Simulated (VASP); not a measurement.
Wanted: the native input for a VASP 6.6.1 run.

```
Task                   : relaxation of cell and atoms
Functional             : PBEsol
Potentials or basis    : VASP PAW PBE potentials, release 64 (Mo_sv, Bi_d)
Cutoff                 : 500 eV
k mesh                 : 12 × 12 × 12
Occupations            : fermi-dirac, width 0.05 eV
Spin                   : no spin polarisation
Dipole correction      : no
Further INCAR settings : ALGO = Normal; EDIFF = 1e-07; IBRION = 2; EDIFFG = -0.005; NSW = 60; ISIF = 3
```

The structure of BiMo (rocksalt type) lies in POSCAR:

```
BiMo
1.0
    0.0000000000      2.9191859941      2.9191859941
    2.9191859941      0.0000000000      2.9191859941
    2.9191859941      2.9191859941      0.0000000000
Mo Bi
1 1
Direct
    0.0000000000      0.0000000000      0.0000000000
    0.5000000000      0.5000000000      0.5000000000
```

One way to write it, as run:

INCAR

```
SYSTEM = BiMo
ALGO = Normal ; EDIFF = 1E-7
EDIFFG = -0.005 ; ENCUT = 500
GGA = PS ; GGA_COMPAT = .FALSE.
IBRION = 2 ; ISIF = 3
ISMEAR = -1 ; LASPH = .TRUE.
LCHARG = .FALSE. ; LREAL = .FALSE.
LWAVE = .FALSE. ; NELM = 120
NELMIN = 4 ; NSW = 60
PREC = Accurate ; SIGMA = 0.05
```

KPOINTS

```
k-points
0
G
  12 12 12
  0 0 0
```

Potentials or basis: VASP PAW PBE potentials, release 64 (Mo_sv, Bi_d).

The run is started by

```bash
$ cat potpaw_PBE.64/Mo_sv/POTCAR potpaw_PBE.64/Bi_d/POTCAR > POTCAR
$ mpirun -np 1 vasp_std > vasp.out
```

Results of the run:

The relaxed volume is 22.06 Å³/atom, the relaxed cell is a = 3.966 Å, b = 3.966 Å, c = 3.966 Å, α = 60.00°, β = 60.00°, γ = 60.00° and the space group after relaxing (to 0.1 Å) is Fm-3m (No. 225). The energy gained by relaxing is 105.8 meV/atom. The ionic steps are 8 and the pressure after relaxing is 0.0 GPa. The band gap on the k mesh is zero (an odd number of electrons rules out a gap without spin polarisation).

Caveat: the PAW data sets were made with another functional, which shifts forces and pressure a little; spin-orbit coupling is left out, which moves the levels of the heavy elements.

Wall time 2.8 min on 1 thread of AMD EPYC 9R45 96-Core Processor (Zen 5), on a shared host, peak memory 0.2 GiB.
